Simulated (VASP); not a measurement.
## Si16PbC15 (a cell with a defect): electric field gradients with PBE

Si16PbC15 (a cell with a defect):

```
Si Pb C
1.0
     6.15200    0.00000    0.00000
    -3.07600    5.32779    0.00000
     0.00000    0.00000   10.09600
Si Pb C
16 1 15
Direct
  0.16667 0.33333 0.00000
  0.16667 0.33333 0.50000
  0.16667 0.83333 0.00000
  0.16667 0.83333 0.50000
  0.66667 0.33333 0.00000
  0.66667 0.33333 0.50000
  0.66667 0.83333 0.00000
  0.66667 0.83333 0.50000
  0.33333 0.16667 0.25000
  0.33333 0.16667 0.75000
  0.33333 0.66667 0.25000
  0.33333 0.66667 0.75000
  0.83333 0.16667 0.25000
  0.83333 0.16667 0.75000
  0.83333 0.66667 0.25000
  0.83333 0.66667 0.75000
  0.16667 0.33333 0.19250
  0.16667 0.33333 0.69250
  0.16667 0.83333 0.19250
  0.16667 0.83333 0.69250
  0.66667 0.33333 0.19250
  0.66667 0.33333 0.69250
  0.66667 0.83333 0.19250
  0.66667 0.83333 0.69250
  0.33333 0.16667 0.44250
  0.33333 0.16667 0.94250
  0.33333 0.66667 0.44250
  0.33333 0.66667 0.94250
  0.83333 0.16667 0.44250
  0.83333 0.16667 0.94250
  0.83333 0.66667 0.44250
  0.83333 0.66667 0.94250
```

```json
{
 "Program": "VASP 6.6.1",
 "Task": "electric field gradients",
 "Functional": "PBE",
 "Potentials or basis": "VASP PAW PBE potentials, release 64 (Si, Pb_d, C)",
 "Cutoff": "520 eV",
 "k mesh": "4 × 4 × 2",
 "Occupations": "fermi-dirac, width 0.01 eV",
 "Spin": "no spin polarisation",
 "Dipole correction": "no",
 "Charge": "-2",
 "Further INCAR settings": "LREAL = Auto; ALGO = Normal; EDIFF = 1e-08; NBANDS = 91; NELECT = 140.0"
}
```

- Largest force: 23.430 eV/Å
- Largest electric field gradient by atom: Si -44.6, +15.0, +17.8, +17.3, -68.9, +15.5, +18.2, +17.2 (each value once); Pb +235.0; C +3.4, -5.7, +2.6, +2.2, -2.5, +2.7, +2.5 (each value once) V/Å²

Forces on the atoms (eV/Å):
```
Si    0.000   0.000 -17.549
Si    0.000   0.000   1.374
Si   -0.072  -0.041   0.694
Si    0.088   0.051   0.927
Si    0.000   0.083   0.694
Si    0.000  -0.101   0.927
Si    0.072  -0.041   0.694
Si   -0.088   0.051   0.927
Si   19.036 -10.991   8.111
Si    0.111  -0.064   0.943
Si    0.000  21.981   8.111
Si    0.000   0.128   0.943
Si  -19.036 -10.991   8.111
Si   -0.111  -0.064   0.943
Si    0.000   0.000   1.019
Si    0.000   0.000   0.879
Pb    0.000   0.000  -4.354
C     0.000   0.000  -0.873
C     0.201   0.116  -0.737
C    -0.043  -0.025  -0.894
C     0.000  -0.232  -0.737
C     0.000   0.050  -0.894
C    -0.201   0.116  -0.737
C     0.043  -0.025  -0.894
C     0.285  -0.165  -0.550
C     0.178  -0.103  -1.411
C     0.000   0.329  -0.550
C     0.000   0.205  -1.411
C    -0.285  -0.165  -0.550
C    -0.178  -0.103  -1.411
C     0.000   0.000  -0.893
C     0.000   0.000  -0.846
```

Levels at points of the mesh, in eV from the Fermi level:
```tsv
k point	band 68	band 69	band 70	band 71	band 72	band 73
(0.00, 0.00, 0.00)	-2.60	-2.60	-0.47	-0.47	-0.41	0.04
(0.50, 0.00, 0.00)	-3.49	-3.25	-0.05	0.15	0.71	0.88
(0.00, 0.00, 0.50)	-2.63	-2.63	-0.19	-0.19	-0.16	-0.15
(0.50, 0.00, 0.50)	-3.57	-3.39	0.58	0.66	0.76	0.77
```

Electric field gradients, principal values (V/Å²):
```csv
atom,least,middle,greatest (by size)
1 Si,22.300,22.300,-44.601
2 Si,-7.490,-7.490,14.980
3 Si,-7.658,-10.173,17.832
4 Si,-8.534,-8.740,17.275
5 Si,-7.658,-10.173,17.832
6 Si,-8.534,-8.740,17.275
7 Si,-7.658,-10.174,17.832
8 Si,-8.535,-8.740,17.275
9 Si,21.438,47.444,-68.882
10 Si,-7.152,-8.362,15.514
11 Si,21.438,47.444,-68.882
12 Si,-7.153,-8.362,15.514
13 Si,21.438,47.444,-68.882
14 Si,-7.153,-8.362,15.514
15 Si,-9.095,-9.095,18.190
16 Si,-8.615,-8.615,17.230
17 Pb,-117.520,-117.520,235.040
18 C,-1.701,-1.701,3.402
19 C,0.913,4.788,-5.701
20 C,-1.274,-1.297,2.571
21 C,0.913,4.788,-5.701
22 C,-1.274,-1.297,2.571
23 C,0.914,4.787,-5.701
24 C,-1.275,-1.297,2.571
25 C,-0.775,-1.464,2.239
26 C,0.060,2.404,-2.463
27 C,-0.775,-1.465,2.239
28 C,0.060,2.404,-2.464
29 C,-0.775,-1.465,2.239
30 C,0.060,2.404,-2.464
31 C,-1.347,-1.348,2.695
32 C,-1.240,-1.240,2.480
```

Wall time 21 min on 1 thread of Intel Xeon 8259CL, on a shared host, peak memory 0.52 GiB.

Caveat: the cell carries a net charge on a neutralising background, which shifts energy and pressure; the cell is charged against a uniform background, so pressure and absolute levels hang on convention; without QUAD_EFG the Cq values of the log hold for a quadrupole moment of 1 mb, not for the nuclei; spin-orbit coupling is left out, which moves the levels of the heavy elements.
